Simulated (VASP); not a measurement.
# Ag in VASP: a series of runs

The runs below take Ag through single point, relaxation of cell and atoms, with PBE.

Program: VASP 6.6.1. These are calculated values, not measurements. Logs are shortened: lines on timing, memory, paths and dates and some standing lists are left out, and cuts for length are marked.

## Step 1: The cell of the first run

Symmetry: C2/m, No. 12, monoclinic system. The conventional cell has a = 5.077 Å, b = 2.939 Å, c = 9.717 Å, α = 90.00°, β = 99.84°, γ = 90.00°. Ag (site symmetry m) has 12 Ag at 2.93 to 2.94 Å within 3.9 Å. Ag (site symmetry m) has 12 Ag at 2.93 to 2.94 Å within 3.9 Å.

## Step 2: Single point, PBE

Input file INCAR:

```
SYSTEM = Ag
ALGO = Normal ; EDIFF = 1E-6
ENCUT = 520 ; GGA = PE
ISIF = 2 ; ISMEAR = 0
LASPH = .True. ; LCHARG = .False.
LREAL = .False. ; LWAVE = .False.
NBANDS = 30 ; NELM = 100
PREC = Accurate ; SIGMA = 0.1
```

Input file KPOINTS:

```
k-points
0
Gamma
  18 18 6
  0 0 0
```

Input file POSCAR:

```
Ag
1.0
    2.5368383407     -1.4695043377     -0.0980530239
    2.5368383407      1.4695043377     -0.0980530239
   -1.2887987016      0.0000000000      9.6306531072
Ag
4
Direct
    0.2083412605      0.2083412605      0.1247141317
    0.7916587395      0.7916587395      0.8752858683
    0.3746827503      0.3746827503      0.6252910483
    0.6253172497      0.6253172497      0.3747089517
```

Potentials or basis: VASP PAW PBE potentials, release 64 (Ag).

On the command line:

```sh
> cat potpaw_PBE.64/Ag/POTCAR > POTCAR
> mpirun -np 1 vasp_std > vasp.out
```

OUTCAR:

```text
SYSTEM = Ag
   EDIFF = 1E-6
   ENCUT = 520
   GGA = PE
   ISIF = 2
   ISMEAR = 0
   LASPH = .True.
   LREAL = .False.
   NELM = 100
   PREC = Accurate

 ion  position               nearest neighbor table
   1  0.208  0.208  0.125-   2 2.93   2 2.93   4 2.93   4 2.93   2 2.93   4 2.94
   2  0.792  0.792  0.875-   1 2.93   1 2.93   3 2.93   3 2.93   1 2.93   3 2.94
   3  0.375  0.375  0.625-   2 2.93   2 2.93   4 2.93   2 2.94   4 2.94   4 2.94
   4  0.625  0.625  0.375-   1 2.93   1 2.93   3 2.93   1 2.94   3 2.94   3 2.94

  LATTYP: Found a base centered monoclinic cell.
 ALAT       =     5.0774651795
 B/A-ratio  =     0.5788338416
 C/A-ratio  =     1.9136528310
 COS(beta)  =    -0.1708227392

  Lattice vectors:

 A1 = (   2.5368383407,  -1.4695043377,  -0.0980530239)
 A2 = (   2.5368383407,   1.4695043377,  -0.0980530239)
 A3 = (  -1.2887987016,   0.0000000000,   9.6306531072)

Analysis of symmetry for initial positions (statically):
=====================================================================
 Subroutine PRICEL returns:
 Original cell was already a primitive cell.

 Routine SETGRP: Setting up the symmetry group for a
 base centered monoclinic supercell.

 Subroutine GETGRP returns: Found  4 space group operations
 (whereof  4 operations were pure point group operations)
 out of a pool of  4 trial point group operations.

The static configuration has the point symmetry C_2h.

Analysis of symmetry for dynamics (positions and initial velocities):
=====================================================================
 Subroutine PRICEL returns:
 Original cell was already a primitive cell.

 Routine SETGRP: Setting up the symmetry group for a
 base centered monoclinic supercell.

 Subroutine GETGRP returns: Found  4 space group operations
 (whereof  4 operations were pure point group operations)
 out of a pool of  4 trial point group operations.

The dynamic configuration has the point symmetry C_2h.

 Subroutine INISYM returns: Found  4 space group operations
 (whereof  4 operations are pure point group operations),
 and found     1 'primitive' translations

----------------------------------------------------------------------------------------

                                     Primitive cell

  volume of cell :      71.4327

[... 84 lines left out ...]
   ISTART =      0    job   : 0-new  1-cont  2-samecut
   ICHARG =      2    charge: 1-file 2-atom 10-const
   ISPIN  =      1    spin polarized calculation?
   LNONCOLLINEAR =      F non collinear calculations
   LSORBIT =      F    spin-orbit coupling
   LASPH  =      T    aspherical Exc in radial PAW
   ENCUT  =  520.0 eV  38.22 Ry    6.18 a.u.   5.45  5.45 18.07*2*pi/ulx,y,z
   NELM   =    100;   NELMIN=  2; NELMDL= -5     # of ELM steps
   EDIFF  = 0.1E-05   stopping-criterion for ELM
   LREAL  =      F    real-space projection
   EDIFFG = 0.1E-04   stopping-criterion for IOM
   NSW    =      0    number of steps for IOM
   IBRION =     -1    ionic relax: 0-MD 1-quasi-New 2-CG
   NFREE  =      0    steps in history (QN), initial steepest desc. (CG)
   ISIF   =      2    stress and relaxation
   ISYM   =      2    0-nonsym 1-usesym 2-fastsym
   POTIM  = 0.5000    time-step for ionic-motion
   TEBEG  =    0.0;   TEEND  =   0.0 temperature during run
   PSTRESS=    0.0 pullay stress
   NELECT =      44.0000    total number of electrons
   NUPDOWN=      -1.0000    fix difference up-down
   EMIN   =  10.00;   EMAX   =-10.00  energy-range for DOS
   EFERMI =   0.00;   METHOD = LEGACY
   ISMEAR =     0;   SIGMA  =   0.10  broadening in eV -4-tet -1-fermi 0-gaus
   EFERMI_NEDOS =   21; number of points for ismear=-14 and -15
   IALGO  =     38    algorithm
   IMIX   =      4    mixing-type and parameters
     AMIX     =   0.40;   BMIX     =  1.00
     AMIX_MAG =   1.60;   BMIX_MAG =  1.00
  volume/ion in A,a.u.               =      17.86       120.51
  Fermi-wavevector in a.u.,A,eV,Ry     =   1.392922  2.632240 26.398438  1.940230
  Thomas-Fermi vector in A             =   2.516618
   LORBIT       =      0    0 simple, 1 ext, 2 COOP (PROOUT), +10 PAW based schemes
   GGA     = PE    functional components
   LHFCALC =     F    Hartree Fock is set to
   AEXX    =    0.0000 exact exchange contribution
   IVDW    =     0    specifies the selected vdW correction
   LEPSILON=     F    determine dielectric tensor
   LRPA    =     F    only Hartree local field effects (RPA)
 non-spin polarized calculation
 Gauss-broadening in eV      SIGMA  =   0.10
  energy-cutoff  :      520.00
  volume of cell :       71.43
 maximum number of plane-waves:      1973
 NGX is ok and might be reduce to    24

 number of electron      44.0000003 magnetization

 Free energy of the ion-electron system (eV)
  ---------------------------------------------------
  ext. energy  EPLUGINS =         0.00000000
  ---------------------------------------------------
  free energy    TOTEN  =       -10.87004306 eV

  energy without entropy =      -10.86506174  energy(sigma->0) =      -10.86755240

 E-fermi :   7.7918     XC(G=0): -11.9349

 val. band max:        7.7884766853   @ k =   0.5000   0.4444   0.3333
 cond. band min:       7.7956807724   @ k =  -0.3889  -0.3889   0.1667
 fundamental gap:      0.0072040870
 Fermi energy:         7.7917963258

 k-point     1 :       0.0000    0.0000    0.0000
  band No.  band energies     occupation
      1       0.3694      2.00000
      2       1.6868      2.00000
      3       1.7009      2.00000
      4       1.7032      2.00000
      5       3.1612      2.00000
      6       3.1685      2.00000
[... 781 lines left out ...]
     29      19.6890      0.00000
     30      20.3625      0.00000

 [... further k-points ...]
[... 5 lines left out ...]
  --------------------------------------------------------------------------------------
  -------------------------------------------------------------------------------------
  Total       -0.0445619     -0.0532501     -0.0489972      0.0000000      0.0000000      0.0005728
  in kB       -0.9994870     -1.1943555     -1.0989681      0.0000000      0.0000000      0.0128470
  external PRESSURE =      -1.0976035 kB  Pullay stress =       0.0000000 kB

 VOLUME and BASIS-vectors are now :
 -----------------------------------------------------------------------------
  energy-cutoff  :      520.00
  volume of cell :       71.43
      direct lattice vectors                 reciprocal lattice vectors
     2.536838341 -1.469504338 -0.098053024     0.198120499 -0.340250782  0.026512993
     2.536838341  1.469504338 -0.098053024     0.198120499  0.340250782  0.026512993
    -1.288798702  0.000000000  9.630653107     0.004034267  0.000000000  0.104374994

 POSITION                                       TOTAL-FORCE (eV/Angst)
 -----------------------------------------------------------------------------------
      0.89632      0.00000      1.16022         0.000298      0.000000      0.000281
      2.88855      0.00000      8.27433        -0.000298      0.000000     -0.000281
      1.09514      0.00000      5.94848        -0.000166      0.000000      0.000191
      2.68973      0.00000      3.48606         0.000166      0.000000     -0.000191
 -----------------------------------------------------------------------------------
    total drift:                               -0.000000     -0.000000     -0.000000

  FREE ENERGIE OF THE ION-ELECTRON SYSTEM (eV)
  ---------------------------------------------------
  free  energy   TOTEN  =       -10.8700430575 eV

  energy  without entropy=      -10.8650617430  energy(sigma->0) =      -10.86755240
```

OSZICAR:

```text
N       E                     dE             d eps       ncg     rms          rms(c)
DAV:   1     0.288882822802E+03    0.28888E+03   -0.22954E+04 31440   0.146E+03
DAV:   2    -0.561834539562E+01   -0.29450E+03   -0.27940E+03 32508   0.331E+02
DAV:   3    -0.118050669214E+02   -0.61867E+01   -0.61526E+01 36296   0.541E+01
DAV:   4    -0.118294052005E+02   -0.24338E-01   -0.24334E-01 33720   0.330E+00
DAV:   5    -0.118296218937E+02   -0.21669E-03   -0.21669E-03 36426   0.335E-01    0.926E+00
DAV:   6    -0.109047257434E+02    0.92490E+00   -0.28626E+00 33276   0.138E+01    0.614E+00
DAV:   7    -0.108796854915E+02    0.25040E-01   -0.36187E-02 34890   0.125E+00    0.350E+00
DAV:   8    -0.108699914790E+02    0.96940E-02   -0.25095E-03 33990   0.379E-01    0.141E-01
DAV:   9    -0.108700067002E+02   -0.15221E-04   -0.94502E-05 36294   0.135E-01    0.362E-02
DAV:  10    -0.108700372983E+02   -0.30598E-04   -0.22035E-05 33954   0.369E-02    0.301E-02
DAV:  11    -0.108700433533E+02   -0.60550E-05   -0.45924E-06 34964   0.156E-02    0.142E-03
DAV:  12    -0.108700430575E+02    0.29579E-06   -0.58694E-08 18750   0.291E-03
   1 F= -.10870043E+02 E0= -.10867552E+02  d E =-.498131E-02
```

Run time: 11 min. Hardware: 1 thread of Intel Xeon Platinum 8259CL at 2.50GHz (Skylake/Cascade Lake), shared host; peak memory 0.83 GiB.

Results:

```
Free energy            : -10.8700 eV
Pressure               : -0.1 GPa
Band gap on the k mesh : zero (band 22 reaches 11.00 eV, above the bottom of band 23 at 4.74 eV)
```

Levels at points of the mesh, in eV from the Fermi level:
```tsv
k point	band 20	band 21	band 22	band 23	band 24	band 25
(0.00, 0.00, 0.00)	-3.45	-3.45	-3.01	-3.00	-0.25	3.38
(0.50, 0.00, 0.00)	-2.82	0.13	0.37	1.33	1.39	3.70
(0.50, 0.50, 0.00)	-2.79	-0.04	0.93	0.94	1.55	4.17
(0.00, 0.00, 0.50)	-3.18	-3.09	-3.09	-2.32	-2.32	6.23
(0.50, 0.00, 0.50)	-2.79	-0.05	0.90	0.91	1.50	4.19
(0.50, 0.50, 0.50)	-2.82	0.14	0.39	1.37	1.45	3.69
```

## Step 3: Single point, PBE

This run uses another cell than the first one: it holds 12 atoms, not 4.

Input file INCAR:

```
  PREC = Accurate
  ENCUT = 520
  EDIFF = 1E-6
  ISMEAR = 0
  SIGMA = 0.1
  LREAL = F
  LASPH = T
  NELM = 60
  ALGO = Fast
  ISIF = 2
  LWAVE = F
  LCHARG = T
  GGA = PE
  LELF = T
  LVHAR = T
  NBANDS = 78
```

Input file KPOINTS:

```
regular mesh
0
Gamma
  3 3 3
```

Input file POSCAR:

```
Ag
1.0
    3.3483639572      1.9331788321      5.7103071315
   -3.3483639572      1.9331788321      5.7103071315
    0.0000000000     -3.8663576640      5.7103071315
Ag
12
Direct
    0.0101900000      0.6536100000      0.0101900000
    0.0101900000      0.0101900000      0.6536100000
    0.6536100000      0.0101900000      0.0101900000
    0.9898100000      0.3463900000      0.9898100000
    0.3463900000      0.9898100000      0.9898100000
    0.9898100000      0.9898100000      0.3463900000
    0.2211800000      0.6306000000      0.2211800000
    0.2211800000      0.2211800000      0.6306000000
    0.6306000000      0.2211800000      0.2211800000
    0.7788200000      0.3694000000      0.7788200000
    0.3694000000      0.7788200000      0.7788200000
    0.7788200000      0.7788200000      0.3694000000
```

Potentials or basis: VASP PAW PBE potentials, release 64 (Ag).

On the command line:

```sh
> cat potpaw_PBE.64/Ag/POTCAR > POTCAR
> mpirun -np 1 vasp_std > vasp.out
```

It took 2.7 min on 1 thread of Intel Xeon Platinum 8259CL at 2.50GHz (Skylake/Cascade Lake), shared host; peak memory 0.4 GiB.

The run converged. Its results:

```
Free energy            : -14.9427 eV
Pressure               : 50.9 GPa
Largest force          : 5.614 eV/Å
Band gap on the k mesh : zero (band 66 reaches 8.42 eV, above the bottom of band 67 at 7.16 eV)
```

Forces on the atoms (eV/Å):
```
Ag   2.268 -1.309 -0.591
Ag   0.000  2.619 -0.591
Ag  -2.268 -1.309 -0.591
Ag  -2.268  1.309  0.591
Ag   2.268  1.309  0.591
Ag   0.000 -2.619  0.591
Ag   4.739 -2.736  1.252
Ag   0.000  5.473  1.252
Ag  -4.739 -2.736  1.252
Ag  -4.739  2.736 -1.252
Ag   4.739  2.736 -1.252
Ag   0.000 -5.473 -1.252
```

Stress tensor (GPa, compression positive):
```
48.15  0.00  0.00
 0.00 48.15  0.00
 0.00  0.00 56.43
```

Levels at points of the mesh, in eV from the Fermi level:
| k point | band 64 | band 65 | band 66 | band 67 | band 68 | band 69 |
| --- | --- | --- | --- | --- | --- | --- |
| (0.00, 0.00, 0.00) | -1.37 | -1.22 | -1.22 | -1.02 | -1.02 | 0.15 |

Caveat: the k points lie up to 0.38 Å⁻¹ apart; forces of over 1 eV/Å act on the atoms, so gaps and moduli don't describe the material at rest.

## Step 4: Single point, PBE

This run uses another cell than the first one: it holds 12 atoms, not 4.

Input file INCAR:

```
ALGO = Fast
EDIFF = 1E-6
ENCUT = 520
GGA = PE
ISIF = 2
ISMEAR = 0
LASPH = True
LCHARG = False
LREAL = False
LWAVE = False
NBANDS = 78
NELM = 80
PREC = Accurate
SIGMA = 0.1
```

Input file KPOINTS:

```
k-points
0
Gamma
  3 3 3
```

Input file POSCAR:

```
Ag
1.0
    3.6780791327      2.1235399774      6.6455465550
   -3.6780791327      2.1235399774      6.6455465550
    0.0000000000     -4.2470799547      6.6455465551
Ag
12
Direct
    0.0234288575      0.6404117166      0.0234288575
    0.0234288575      0.0234288575      0.6404117166
    0.6404117166      0.0234288575      0.0234288575
    0.9765711425      0.3595882834      0.9765711425
    0.3595882834      0.9765711425      0.9765711425
    0.9765711425      0.9765711425      0.3595882834
    0.2338267803      0.6082810990      0.2338267803
    0.2338267803      0.2338267803      0.6082810990
    0.6082810990      0.2338267803      0.2338267803
    0.7661732197      0.3917189010      0.7661732197
    0.3917189010      0.7661732197      0.7661732197
    0.7661732197      0.7661732197      0.3917189010
```

On the command line:

```sh
> cat potpaw_PBE.64/Ag/POTCAR > POTCAR
> mpirun -np 1 vasp_std > vasp.out
```

It took 3.3 min on 1 thread of Intel Xeon Platinum 8259CL at 2.50GHz (Skylake/Cascade Lake), shared host; peak memory 0.5 GiB.

Results (log left out):

- Free energy: -27.0321 eV
- Pressure: 0.2 GPa
- Largest force: 0.014 eV/Å
- Band gap on the k mesh: zero (band 66 reaches 4.26 eV, above the bottom of band 67 at 3.52 eV)

Forces in eV/Å, atoms in the order of the input:
```
Ag   0.005 -0.003  0.004
Ag   0.000  0.006  0.004
Ag  -0.005 -0.003  0.004
Ag  -0.005  0.003 -0.004
Ag   0.005  0.003 -0.004
Ag   0.000 -0.006 -0.004
Ag   0.010 -0.006  0.007
Ag   0.000  0.012  0.007
Ag  -0.010 -0.006  0.007
Ag  -0.010  0.006 -0.007
Ag   0.010  0.006 -0.007
Ag   0.000 -0.012 -0.007
```

Levels at points of the mesh, in eV from the Fermi level:
```tsv
k point	band 62	band 63	band 64	band 65	band 66	band 67	band 68	band 69	band 70	band 71
(0.00, 0.00, 0.00)	-1.34	-1.29	-0.78	-0.78	-0.42	-0.42	-0.06	0.01	0.43	0.43
```

## Step 5: Relaxation of cell and atoms, PBE

This run uses another cell than the first one: it holds 12 atoms, not 4.

Input file INCAR:

```
PREC     = Accurate       # precision mode
ENCUT    = 600            # plane-wave cutoff, eV
EDIFF    = 1E-7           # SCF threshold, eV
ISMEAR   = 0              # smearing method
SIGMA    = 0.1            # smearing width, eV
LREAL    = F              # projectors in reciprocal space
LASPH    = T              # aspherical terms in the spheres
NELM     = 80             # most SCF steps
ALGO     = Fast           # electronic algorithm
ISIF     = 3              # what is computed and relaxed
LWAVE    = F              # write WAVECAR
LCHARG   = F              # write CHGCAR
GGA      = PE             # functional
IBRION   = 2              # ionic algorithm
NSW      = 90             # ionic steps
EDIFFG   = -0.04          # ionic threshold
```

Input file KPOINTS:

```
regular mesh
0
Gamma
  3 3 3
```

Input file POSCAR:

```
Ag
1.0
    3.3483639572      1.9331788321      5.7103071315
   -3.3483639572      1.9331788321      5.7103071315
    0.0000000000     -3.8663576640      5.7103071315
Ag
12
Direct
    0.0101900000      0.6536100000      0.0101900000
    0.0101900000      0.0101900000      0.6536100000
    0.6536100000      0.0101900000      0.0101900000
    0.9898100000      0.3463900000      0.9898100000
    0.3463900000      0.9898100000      0.9898100000
    0.9898100000      0.9898100000      0.3463900000
    0.2211800000      0.6306000000      0.2211800000
    0.2211800000      0.2211800000      0.6306000000
    0.6306000000      0.2211800000      0.2211800000
    0.7788200000      0.3694000000      0.7788200000
    0.3694000000      0.7788200000      0.7788200000
    0.7788200000      0.7788200000      0.3694000000
```

On the command line:

```sh
> cat potpaw_PBE.64/Ag/POTCAR > POTCAR
> mpirun -np 1 vasp_std > vasp.out
```

Run time: 37 min. Hardware: 1 thread of Intel Xeon Platinum 8259CL at 2.50GHz (Skylake/Cascade Lake), shared host; peak memory 0.49 GiB.

Results (log left out):

| Item | Value |
| --- | --- |
| Free energy | -26.9903 eV |
| Relaxed volume | 26.10 Å³/atom |
| Relaxed cell | a = 7.872 Å, b = 7.872 Å, c = 7.872 Å, α = 56.03°, β = 56.03°, γ = 56.03° |
| Space group after relaxing (to 0.05 Å) | R-3m (No. 166) |
| Energy gained by relaxing | 1004.1 meV/atom |
| Ionic steps | 14 |
| Pressure after relaxing | 0.0 GPa |
| Largest force after relaxing | 0.040 eV/Å |
| Band gap on the k mesh | zero (band 66 reaches 4.22 eV, above the bottom of band 67 at 3.46 eV) |

Forces in eV/Å, atoms in the order of the input:
```
Ag   0.021 -0.012 -0.017
Ag   0.000  0.025 -0.017
Ag  -0.021 -0.012 -0.017
Ag  -0.021  0.012  0.017
Ag   0.021  0.012  0.017
Ag   0.000 -0.025  0.017
Ag  -0.034  0.020  0.001
Ag   0.000 -0.040  0.001
Ag   0.034  0.020  0.001
Ag   0.034 -0.020 -0.001
Ag  -0.034 -0.020 -0.001
Ag   0.000  0.040 -0.001
```

The path:
```csv
step,energy change (eV),largest force (eV/Å),pressure (GPa),volume (Å³)
1,0.0000,5.6153,50.92,221.78
2,-6.7550,0.6198,-5.58,468.58
3,-11.5732,1.5083,-0.51,319.25
4,-11.5876,1.5173,-0.17,316.72
5,-11.5982,1.5311,0.45,312.38
6,-11.9622,0.4042,-0.47,317.71
7,-11.9715,0.3596,-0.55,318.88
8,-12.0171,0.2356,-0.13,315.43
9,-12.0299,0.1408,0.29,312.49
10,-12.0407,0.0608,0.01,313.90
11,-12.0432,0.0195,-0.19,315.01
12,-12.0472,0.0422,-0.04,313.85
13,-12.0476,0.0630,0.02,313.40
14,-12.0494,0.0395,0.03,313.19
```

Final structure:
```cif
data_structure
_symmetry_space_group_name_H-M 'P 1'
_symmetry_Int_Tables_number 1
_cell_length_a 7.8719
_cell_length_b 7.8719
_cell_length_c 7.8719
_cell_angle_alpha 56.028
_cell_angle_beta 56.028
_cell_angle_gamma 56.028
_cell_volume 313.19
loop_
_atom_site_label
_atom_site_type_symbol
_atom_site_fract_x
_atom_site_fract_y
_atom_site_fract_z
_atom_site_occupancy
Ag1 Ag 0.02280 0.64248 0.02280 1
Ag2 Ag 0.02280 0.02280 0.64248 1
Ag3 Ag 0.64248 0.02280 0.02280 1
Ag4 Ag 0.97720 0.35752 0.97720 1
Ag5 Ag 0.35752 0.97720 0.97720 1
Ag6 Ag 0.97720 0.97720 0.35752 1
Ag7 Ag 0.23482 0.60700 0.23482 1
Ag8 Ag 0.23482 0.23482 0.60700 1
Ag9 Ag 0.60700 0.23482 0.23482 1
Ag10 Ag 0.76518 0.39300 0.76518 1
Ag11 Ag 0.39300 0.76518 0.76518 1
Ag12 Ag 0.76518 0.76518 0.39300 1
```

Levels at points of the mesh, in eV from the Fermi level:
| k point | band 63 | band 64 | band 65 | band 66 | band 67 | band 68 | band 69 | band 70 |
| --- | --- | --- | --- | --- | --- | --- | --- | --- |
| (0.00, 0.00, 0.00) | -1.24 | -0.78 | -0.78 | -0.40 | -0.40 | -0.03 | -0.01 | 0.45 |

Caveat: the k points lie up to 0.34 Å⁻¹ apart in the final cell; the volume moved by over 15 % at a fixed basis, so the end points are rough.

## Step 6: Overview

```csv
task,cell,k mesh,cutoff (eV),gap on the mesh (eV),pressure (GPa),largest force (eV/Å)
single point,"a = 2.933, b = 2.933, c = 9.717 Å, angles 98.5, 98.5, 60.1°, 4 atoms",18 × 18 × 6,520,none,-0.1,-
single point,"a = 6.896 Å, angles 58.1°, 12 atoms",3 × 3 × 3,520,none,50.9,5.61
single point,"a = 7.887 Å, angles 55.6°, 12 atoms",3 × 3 × 3,520,none,0.2,0.01
relaxation of cell and atoms,"relaxed from a = 6.896 Å, angles 58.1°, 12 atoms",3 × 3 × 3,600,none,0.0,0.04
```

Alike in all rows: level PBE; potentials or basis VASP PAW PBE potentials, release 64 (Ag); no spin polarisation; smearing gaussian 0.1 eV.

Caveats: some runs use coarse meshes; forces of over 1 eV/Å act on the atoms, so gaps and moduli don't describe the material at rest (some runs); the volume moved by over 15 % at a fixed basis, so the end points are rough (some runs).

Absolute energies hang on the potentials; compare differences alone.
